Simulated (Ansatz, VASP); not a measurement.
**AlCo in VASP and in Ansatz**

INCAR

```
SYSTEM = AlCo
PREC = Accurate ; ENCUT = 600
EDIFF = 1E-6 ; ISMEAR = 0
SIGMA = 0.1 ; LREAL = .FALSE.
LASPH = .TRUE. ; NELM = 60
ALGO = Normal ; ISIF = 3
LWAVE = .FALSE. ; LCHARG = .FALSE.
GGA = PE ; IVDW = 12
IBRION = 2 ; NSW = 70
EDIFFG = -0.005
```

File KPOINTS:

```
regular mesh
0
G
  14 14 14
  0 0 0
```

File POSCAR:

```
AlCo
1.0
    2.8519024094      0.0000000000      0.0000000000
    0.0000000000      2.8519024094      0.0000000000
    0.0000000000      0.0000000000      2.8519024094
Al Co
1 1
Direct
    0.0000000000      0.0000000000      0.0000000000
    0.5000000000      0.5000000000      0.5000000000
```

Input for Ansatz:

```yaml
crystal:
  lattice:
    - [2.8519024094, 0.0, 0.0]
    - [0.0, 2.8519024094, 0.0]
    - [0.0, 0.0, 2.8519024094]
  atoms:
    - { symbol: Al, position: [0.0, 0.0, 0.0] }
    - { symbol: Co, position: [0.5, 0.5, 0.5] }
basis:
  ecutwfc: 420
kpoints:
  mp_grid: { grid: [14, 14, 14] }
hamiltonian:
  xc: pbe
  dispersion: d3bj
scf:
  occupations: { method: gaussian, width: 0.1 }
output:
  forces: true
  stress: true
  eigenvalues: true
relax:
  adjacent_minimum: "off"
  f_tol: 0.005
  max_steps: 50
  cell: { stress_tol: 0.05 }
```

Alike in both runs: task relaxation of cell and atoms; functional PBE; dispersion D3(BJ); k mesh 14 × 14 × 14; occupations gaussian, width 0.1 eV; no spin polarisation.

```csv
,VASP,Ansatz
version,VASP 6.6.1,Ansatz 0.2.0
potentials or method,"VASP PAW PBE potentials, release 64 (Al, Co), cutoff 600 eV","scalar-relativistic, plane waves, PAW"
valence electrons in the cell,12,20
```

Ansatz gave:

- gap on the k mesh at the Fermi level, each at its own relaxed structure (eV): none
- relaxed volume (Å³/atom): 11.21
- relaxed cell length with the largest relative difference (Å): 2.819

What did VASP give for the same quantities?

gap on the k mesh at the Fermi level, each at its own relaxed structure (eV): none; relaxed volume (Å³/atom): 11.19; relaxed cell length with the largest relative difference (Å): 2.818.

A gap of «none» marks a metal or a gap that the smearing closes. VASP's potentials hold 12 valence electrons a cell and Ansatz's 20, so a difference there can come from the potentials and not from the codes.
